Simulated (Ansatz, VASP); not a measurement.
Sn in VASP and in Ansatz

```
CELL_PARAMETERS angstrom
0.00000 3.32732 3.32732
3.32732 0.00000 3.32732
3.32732 3.32732 0.00000
ATOMIC_POSITIONS crystal
Sn 0.00000 0.00000 0.00000
Sn 0.25000 0.25000 0.25000
```

Alike in both runs: task relaxation of cell and atoms; functional PBE; k mesh 12 × 12 × 12; occupations gaussian, width 0.1 eV; no spin polarisation.

|  | VASP | Ansatz |
| --- | --- | --- |
| version | VASP 6.6.1 | Ansatz 0.2.0 |
| potentials or method | VASP PAW PBE potentials, release 64 (Sn_d), cutoff 600 eV | scalar-relativistic, plane waves, PAW |
| valence electrons in the cell | 28 | 28 |

```csv
,VASP,Ansatz,Ansatz less VASP
"gap on the k mesh at the Fermi level, each at its own relaxed structure (eV)",none,none,-
relaxed volume (Å³/atom),36.84,36.84,0.000
relaxed cell length with the largest relative difference (Å),4.706,4.706,0.0000
```

A gap of «none» marks a metal or a gap that the smearing closes.

Noted on VASP's run: the relaxation stopped at its first step, so nothing moved.
